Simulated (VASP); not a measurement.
Here is a VASP 6.6.1 calculation.

The input INCAR:

```
PREC = Accurate
ENCUT = 520
EDIFF = 1E-6
ISMEAR = 0
SIGMA = 0.1
LREAL = F
LASPH = T
NELM = 80
ALGO = Normal
ISIF = 2
LWAVE = F
LCHARG = T
LDIPOL = T
IDIPOL = 3
DIPOL = 0.5 0.5 0.365
GGA = PE
LELF = T
LVHAR = T
LVACPOTAV = T
NBANDS = 33
```

KPOINTS

```
regular mesh
0
Gamma
  8 8 1
```

File POSCAR:

```
Si5W2
1.0
    3.2292919635      0.0000000000      0.0000000000
    0.0000000000      3.2292919635      0.0000000000
    0.0000000000      0.0000000000     21.9372962601
Si W
5 2
Direct
    0.0000000000      0.0000000000      0.1823378758
    0.0000000000      0.0000000000      0.3009901014
    0.5000000000      0.5000000000      0.3590107496
    0.5000000000      0.5000000000      0.4757786072
    0.5000000000      0.7500000000      0.5752106501
    0.5000000000      0.5000000000      0.2416639886
    0.0000000000      0.0000000000      0.4178382285
```

Potentials or basis: VASP PAW PBE potentials, release 64 (Si, W_sv).

Run with:

```sh
$ cat potpaw_PBE.64/Si/POTCAR potpaw_PBE.64/W_sv/POTCAR > POTCAR
$ mpirun -np 1 vasp_std > vasp.out
```

Q: Estimate the largest force.

A: 0.543 eV/Å.

Q: Predict the band gap on the k mesh.

A: Zero (band 24 reaches 2.98 eV, above the bottom of band 25 at 1.81 eV).

Forces on the atoms (eV/Å):
```
Si   0.000 -0.010  0.346
Si   0.000  0.024 -0.338
Si   0.000 -0.063 -0.159
Si   0.000 -0.297  0.455
Si   0.000  0.141 -0.002
W    0.000  0.034 -0.108
W    0.000  0.172 -0.194
```

Caveat: spin-orbit coupling is left out, which moves the levels of the heavy elements.
